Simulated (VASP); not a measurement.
Se: single point with PBE

The system is Se, a sheet with vacuum.

```
CELL_PARAMETERS angstrom
4.26519 0.00000 0.00000
0.00000 4.26519 0.00000
0.00000 0.00000 17.00000
ATOMIC_POSITIONS crystal
Se 0.50000 0.50000 0.41857
Se 0.50000 0.50000 0.58143
Se 0.00000 0.00000 0.50000
```

The cell was built from a structure type or drawn by symmetry, and may not be a known phase.

```
Program             : VASP 6.6.1
Task                : single point
Functional          : PBE
Potentials or basis : VASP PAW PBE potentials, release 64 (Se)
Cutoff              : 520 eV
k mesh              : 4 × 4 × 1
Occupations         : gaussian, width 0.1 eV
Spin                : no spin polarisation
```

The largest force is 2.989 eV/Å and the band gap on the k mesh is zero (bands 9 and 10 overlap by 0.24 eV).

Forces on the atoms (eV/Å):
```
Se   0.000  0.000  2.989
Se   0.000  0.000 -2.989
Se   0.000  0.000  0.000
```

Levels at points of the mesh, in eV from the Fermi level:
```csv
k point,band 7,band 8,band 9,band 10,band 11,band 12
"(0.00, 0.00, 0.00)",-1.40,-0.42,-0.42,0.44,0.85,0.85
"(0.50, 0.00, 0.00)",-1.39,-1.07,-0.98,-0.24,0.60,0.75
"(0.50, 0.50, 0.00)",-1.41,-1.39,-1.39,0.78,1.00,1.00
```

Run time: 35 s on 1 thread of AMD EPYC 7R13 Processor (Zen 3) (shared host), peak memory 0.3 GiB.

Caveat: the k points lie up to 0.37 Å⁻¹ apart.
